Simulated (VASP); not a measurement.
# BeC (Cmcm) in VASP: a series of runs, part 3 of 3

VASP 6.6.1.

### 6 Single point, PBE

This run uses another cell than the first one, of 6.54 Å³/atom.

Contents of INCAR:

```
PREC = Accurate
ENCUT = 520
EDIFF = 1E-7
ISMEAR = 0
SIGMA = 0.1
LREAL = F
LASPH = T
NELM = 100
ALGO = Normal
ISIF = 2
LWAVE = F
LCHARG = F
GGA = PE
NBANDS = 14
```

Contents of KPOINTS:

```
Automatic mesh
0
Gamma
  16 16 18
```

Contents of POSCAR:

```
BeC
1.0
    1.5294751517     -3.4601768558      0.0000000000
    1.5294751517      3.4601768558      0.0000000000
    0.0000000000      0.0000000000      2.4711370333
Be C
2 2
Direct
    0.8270556493      0.1729443507      0.2500000000
    0.1729443507      0.8270556493      0.7500000000
    0.5667885503      0.4332114497      0.2500000000
    0.4332114497      0.5667885503      0.7500000000
```

Potentials or basis: VASP PAW PBE potentials, release 64 (Be, C).

Started as:

```
$ cat potpaw_PBE.64/Be/POTCAR potpaw_PBE.64/C/POTCAR > POTCAR
$ mpirun -np 1 vasp_std > vasp.out
```

OUTCAR:

```text
PREC = Accurate
   ENCUT = 520
   EDIFF = 1E-7
   ISMEAR = 0
   LREAL = F
   LASPH = T
   NELM = 100
   ISIF = 2
   GGA = PE

 ion  position               nearest neighbor table
   1  0.827  0.173  0.250-   3 1.80   4 2.10   4 2.10   4 2.10   4 2.10   2 2.24   2 2.24   2 2.24
                             2 2.24
   2  0.173  0.827  0.750-   4 1.80   3 2.10   3 2.10   3 2.10   3 2.10   1 2.24   1 2.24   1 2.24
                             1 2.24
   3  0.567  0.433  0.250-   4 1.54   4 1.54   1 1.80   2 2.10   2 2.10   2 2.10   2 2.10
   4  0.433  0.567  0.750-   3 1.54   3 1.54   2 1.80   1 2.10   1 2.10   1 2.10   1 2.10

  LATTYP: Found a base centered orthorhombic cell.
 ALAT       =     3.0589503034
 B/A-ratio  =     2.2623295658
 C/A-ratio  =     0.8078382413

  Lattice vectors:

 A1 = (   1.5294751517,  -3.4601768558,   0.0000000000)
 A2 = (   1.5294751517,   3.4601768558,   0.0000000000)
 A3 = (   0.0000000000,   0.0000000000,   2.4711370333)

Analysis of symmetry for initial positions (statically):
=====================================================================
 Subroutine PRICEL returns:
 Original cell was already a primitive cell.

 Routine SETGRP: Setting up the symmetry group for a
[... 195 lines left out ...]
     13      19.4560      0.00000
     14      24.9688      0.00000
[... 377 lines left out ...]
      1      -9.6704      2.00000
      2       0.0215      2.00000
      3       2.1364      2.00000
      4       3.7839      2.00000
      5       5.0415      2.00000
      6       7.9352      2.00000
      7      10.4593      0.00003
      8      14.8370      0.00000
      9      16.9411      0.00000
     10      17.2612      0.00000
     11      19.2691      0.00000
     12      19.3282      0.00000
     13      19.3875      0.00000
     14      24.9456      0.00000

 [... further k-points ...]

------------------------ aborting loop because EDIFF is reached ----------------------------------------

  FORCE on cell =-STRESS in cart. coord.  units (eV):
  Direction    XX          YY          ZZ          XY          YZ          ZX
  --------------------------------------------------------------------------------------
  -------------------------------------------------------------------------------------
  Total        0.0275995      0.0822971      0.0819374      0.0000000      0.0000000      0.0000000
  in kB        1.6906129      5.0411235      5.0190943      0.0000000      0.0000000      0.0000000
  external PRESSURE =       3.9169435 kB  Pullay stress =       0.0000000 kB

 VOLUME and BASIS-vectors are now :
 -----------------------------------------------------------------------------
  energy-cutoff  :      520.00
  volume of cell :       26.16
      direct lattice vectors                 reciprocal lattice vectors
     1.529475152 -3.460176856  0.000000000     0.326909528 -0.144501284  0.000000000
     1.529475152  3.460176856  0.000000000     0.326909528  0.144501284  0.000000000
     0.000000000  0.000000000  2.471137033     0.000000000  0.000000000  0.404672014

 POSITION                                       TOTAL-FORCE (eV/Angst)
 -----------------------------------------------------------------------------------
      1.52948     -2.26334      0.61778         0.000000     -0.015657      0.000000
      1.52948      2.26334      1.85335         0.000000      0.015657     -0.000000
      1.52948     -0.46220      0.61778         0.000000     -0.012059     -0.000000
      1.52948      0.46220      1.85335         0.000000      0.012059     -0.000000
 -----------------------------------------------------------------------------------
    total drift:                                0.000000     -0.000000     -0.000000

  FREE ENERGIE OF THE ION-ELECTRON SYSTEM (eV)
  ---------------------------------------------------
  free  energy   TOTEN  =       -23.2941062292 eV

  energy  without entropy=      -23.2913410730  energy(sigma->0) =      -23.29272365
```

stdout:

```text
POSCAR found type information on POSCAR BeC
 POSCAR found :  2 types and       4 ions
 scaLAPACK will be used
 LDA part: xc-table for (Slater+PW92), standard interpolation
 POSCAR, INCAR and KPOINTS ok, starting setup
 FFT: planning ... GRIDC
 FFT: planning ... GRID_SOFT
 FFT: planning ... GRID
 WAVECAR not read
 entering main loop
```

Wall time 5.8 min (1 thread of Intel Xeon 8259CL, shared host); peak memory 0.33 GiB.

What came out:

```yaml
Free_energy: -23.2941 eV
Pressure: 0.4 GPa
Largest_force: 0.016 eV/Å
Band_gap_on_the_k_mesh: zero (bands 6 and 7 overlap by 2.37 eV)
```

Forces on the atoms (eV/Å):
```
Be   0.000 -0.016  0.000
Be   0.000  0.016  0.000
C    0.000 -0.012  0.000
C    0.000  0.012  0.000
```

Stress tensor (GPa, compression positive):
```
0.17 0.00 0.00
0.00 0.50 0.00
0.00 0.00 0.50
```

Levels at points of the mesh, in eV from the Fermi level:
```
           k point  band 4  band 5  band 6  band 7  band 8  band 9
(0.00, 0.00, 0.00)   -6.30   -5.14   -2.39    0.31    4.60    6.78
(0.50, 0.00, 0.00)   -7.19   -4.50   -1.45    4.26    6.37    6.68
(0.50, 0.50, 0.00)   -4.69   -2.57    0.20    2.38    3.74    5.12
(0.00, 0.00, 0.50)   -7.08   -1.54   -1.54    0.32    0.32    4.50
(0.50, 0.00, 0.50)   -7.72   -6.34   -6.34   -0.24   -0.24    6.08
(0.50, 0.50, 0.50)   -9.45   -2.40   -2.40    3.64    3.64    5.24
```

### 7 Summary

| task | cell | k mesh | cutoff (eV) | gap on the mesh (eV) | pressure (GPa) | largest force (eV/Å) |
| --- | --- | --- | --- | --- | --- | --- |
| single point | a = 3.730, b = 3.730, c = 2.467 Å, angles 90.0, 90.0, 129.7°, 4 atoms, atomic positions A | 6 × 6 × 6 | 520 | none | 0.4 | 0.03 |
| single point | a = 3.995, b = 3.995, c = 2.813 Å, angles 90.0, 90.0, 138.5°, 4 atoms, atomic positions B | 6 × 6 × 6 | 520 | none | -19.3 | 2.39 |
| relaxation of cell and atoms | relaxed from a = 3.995, b = 3.995, c = 2.813 Å, angles 90.0, 90.0, 138.5°, 4 atoms, atomic positions B | 6 × 6 × 6 | 600 | none | 0.2 | 0.03 |
| single point | a = 2.471, b = 3.783, c = 5.747 Å, angles 103.2, 90.0, 90.0°, 8 atoms, atomic positions C | 10 × 6 × 4 | 520 | none | 0.2 | 0.06 |
| single point | a = 3.783, b = 3.783, c = 2.471 Å, angles 90.0, 90.0, 132.3°, 4 atoms, atomic positions D | 16 × 16 × 18 | 520 | none | 0.4 | 0.02 |

Alike in all rows: level PBE; potentials or basis VASP PAW PBE potentials, release 64 (Be, C); no spin polarisation; smearing gaussian 0.1 eV.

Caveats: some runs use coarse meshes; forces of over 1 eV/Å act on the atoms, so gaps and moduli don't describe the material at rest (at least some runs).

Total energies depend on the potentials used, so only differences within one code and one set of settings carry meaning.
